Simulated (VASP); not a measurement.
Here is a VASP 6.6.1 calculation.

INCAR

```
SYSTEM = Rh
PREC = Accurate ; ENCUT = 520
EDIFF = 1E-6 ; ISMEAR = 0
SIGMA = 0.15 ; LREAL = .FALSE.
LASPH = .TRUE. ; NELM = 100
ALGO = Fast ; ISIF = 2
LWAVE = .FALSE. ; LCHARG = .FALSE.
GGA = CA ; NBANDS = 14
```

KPOINTS

```
Automatic mesh
0
G
  22 22 22
  0 0 0
```

File POSCAR:

```
Rh
1.0
    0.0000000000      1.8910931378      1.7505849177
    1.8910931378      0.0000000000      1.7505849177
    1.8910931378      1.8910931378      0.0000000000
Rh
1
Direct
    0.0000000000      0.0000000000      0.0000000000
```

Potentials or basis: VASP PAW LDA potentials, release 64 (Rh_pv).

Command:

```bash
$ cat potpaw_LDA.64/Rh_pv/POTCAR > POTCAR
$ mpirun -np 1 vasp_std > vasp.out
```

Q: Estimate the band gap on the k mesh.

A: Zero (an odd number of electrons rules out a gap without spin polarisation).

Q: What does it give for the pressure?

A: 21.9 GPa.

Stress tensor (GPa, compression positive):
```
14.47  0.00  0.00
 0.00 14.47  0.00
 0.00  0.00 36.76
```

Caveat: the stress differs along the axes, from 14 to 37 GPa.
